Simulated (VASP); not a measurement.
Here is a VASP 6.6.1 calculation.

Contents of INCAR:

```
SYSTEM = W2C5F
PREC     = Accurate       ! precision mode
ENCUT    = 600            ! plane-wave cutoff, eV
EDIFF    = 1E-6           ! SCF threshold, eV
ISMEAR   = 0              ! smearing method
SIGMA    = 0.1            ! smearing width, eV
LREAL    = .FALSE.        ! projectors in reciprocal space
LASPH    = .TRUE.         ! aspherical terms in the spheres
NELM     = 60             ! most SCF steps
ALGO     = Normal         ! electronic algorithm
ISIF     = 3              ! what is computed and relaxed
LWAVE    = .FALSE.        ! write WAVECAR
LCHARG   = .FALSE.        ! write CHGCAR
GGA      = PE             ! functional
IBRION   = 2              ! ionic algorithm
NSW      = 90             ! ionic steps
EDIFFG   = -0.04          ! ionic threshold
```

Contents of KPOINTS:

```
regular mesh
0
G
  6 6 2
  0 0 0
```

The input POSCAR:

```
W2C5F
1.0
    3.5979127300      0.0000000000      0.0000000000
    0.0000000000      3.5979127300      0.0000000000
    0.0000000000      0.0000000000      7.8885121400
W C F
2 5 1
Direct
    0.0000000000      0.0000000000      0.0000000000
    0.5000000000      0.5000000000      0.5000000000
    0.0000000000      0.5000000000      0.2623090100
    0.5000000000      0.0000000000      0.7376909900
    0.5000000000      0.0000000000      0.2623090100
    0.0000000000      0.5000000000      0.7376909900
    0.5000000000      0.5000000000      0.0000000000
    0.0000000000      0.0000000000      0.5000000000
```

Potentials or basis: VASP PAW PBE potentials, release 64 (W_sv, C, F).

Command:

```bash
$ cat potpaw_PBE.64/W_sv/POTCAR potpaw_PBE.64/C/POTCAR potpaw_PBE.64/F/POTCAR > POTCAR
$ mpirun -np 1 vasp_std > vasp.out
```

Q: Estimate the band gap on the k mesh.

A: Zero (an odd number of electrons rules out a gap without spin polarisation).

Q: Estimate the relaxed volume.

A: 8.73 Å³/atom.

Final structure:
```yaml
crystal:
  lattice:
    - [3.16291, 0.00000, 0.00000]
    - [0.00000, 3.16291, 0.00000]
    - [0.00000, 0.00000, 6.98134]
  atoms:
    - { symbol: W, position: [0.00000, 0.00000, 0.00000] }
    - { symbol: W, position: [0.50000, 0.50000, 0.50000] }
    - { symbol: C, position: [0.00000, 0.50000, 0.25100] }
    - { symbol: C, position: [0.50000, 0.00000, 0.74899] }
    - { symbol: C, position: [0.50000, 0.00000, 0.25100] }
    - { symbol: C, position: [0.00000, 0.50000, 0.74899] }
    - { symbol: C, position: [0.50000, 0.50000, 0.00000] }
    - { symbol: F, position: [0.00000, 0.00000, 0.50000] }
```

Caveat: the k points lie up to 0.45 Å⁻¹ apart in the final cell, too coarse for converged energies and pressures of a metal; the volume moved by over 15 % at a fixed basis, so the end points are rough; spin-orbit coupling is left out, which moves the levels of the heavy elements; an odd number of electrons without spin polarisation forces a metal; a magnetic or distorted state may lie lower.
